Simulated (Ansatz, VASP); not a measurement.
# As2Se in VASP and in Ansatz

```
CELL_PARAMETERS angstrom
-3.51421 3.51421 2.62185
3.51421 -3.51421 2.62185
3.51421 3.51421 -2.62185
ATOMIC_POSITIONS crystal
As 0.87500 0.12500 0.75000
As 0.37500 0.12500 0.25000
As 0.87500 0.62500 0.75000
As 0.87500 0.12500 0.25000
Se 0.50000 0.50000 0.00000
Se 0.25000 0.75000 0.50000
```

Alike in both runs: functional r2SCAN; k mesh 8 × 8 × 8; occupations gaussian, width 0.1 eV; no spin polarisation.

Ansatz relaxed the structure, and its values are those at the end. VASP's run is a single point on that final structure, the one shown.

|  | VASP | Ansatz |
| --- | --- | --- |
| version | VASP 6.6.1 | Ansatz 0.2.0 |
| potentials or method | VASP PAW PBE potentials, release 64 (As, Se), cutoff 520 eV | scalar-relativistic, plane waves, PAW |
| valence electrons in the cell | 32 | 92 |

Ansatz gave:

```
gap on the k mesh at the Fermi level (eV) : none
pressure (GPa)                            : 0.0
```

Question: Which values does VASP return?

Answer: gap on the k mesh at the Fermi level (eV): none; pressure (GPa): -0.1.

VASP's potentials were made for PBE, not for r2SCAN. A gap of «none» marks a metal or a gap that the smearing closes. With one functional, cell and mesh, what is left measures potentials, basis and numerics. VASP's potentials hold 32 valence electrons a cell and Ansatz's 92, so a difference there can come from the potentials and not from the codes.
